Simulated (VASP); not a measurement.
A run of VASP 6.6.1 is set up as follows.

Contents of INCAR:

```
PREC = Accurate ; ENCUT = 520
EDIFF = 1E-6 ; ISMEAR = -1
SIGMA = 0.1 ; LREAL = False
LASPH = True ; NELM = 100
ALGO = Normal ; ISIF = 2
LWAVE = False ; LCHARG = False
GGA = PE ; NBANDS = 25
```

File KPOINTS:

```
regular mesh
0
Gamma
  4 4 4
```

Contents of POSCAR:

```
CsSbSI2
1.0
    5.9521139684      0.0000000000      0.0000000000
    0.0000000000      5.9521139684      0.0000000000
    0.0000000000      0.0000000000      4.9320436264
Cs Sb S I
1 1 1 2
Direct
    0.0000000000      0.0000000000      0.0000000000
    0.5000000000      0.5000000000      0.5000000000
    0.5000000000      0.5000000000      0.0000000000
    0.0000000000      0.5000000000      0.5000000000
    0.5000000000      0.0000000000      0.5000000000
```

Potentials or basis: VASP PAW PBE potentials, release 64 (Cs_sv, Sb, S, I).

Run with:

```console
$ cat potpaw_PBE.64/Cs_sv/POTCAR potpaw_PBE.64/Sb/POTCAR potpaw_PBE.64/S/POTCAR potpaw_PBE.64/I/POTCAR > POTCAR
$ mpirun -np 1 vasp_std > vasp.out
```

Task: What does it give for the band gap on the k mesh?

Result: Zero (bands 17 and 18 overlap by 0.96 eV).

Task: Predict the pressure.

Result: 5.0 GPa.

Caveat: the cell stands under pressure; spin-orbit coupling is left out, which moves the levels of the heavy elements.
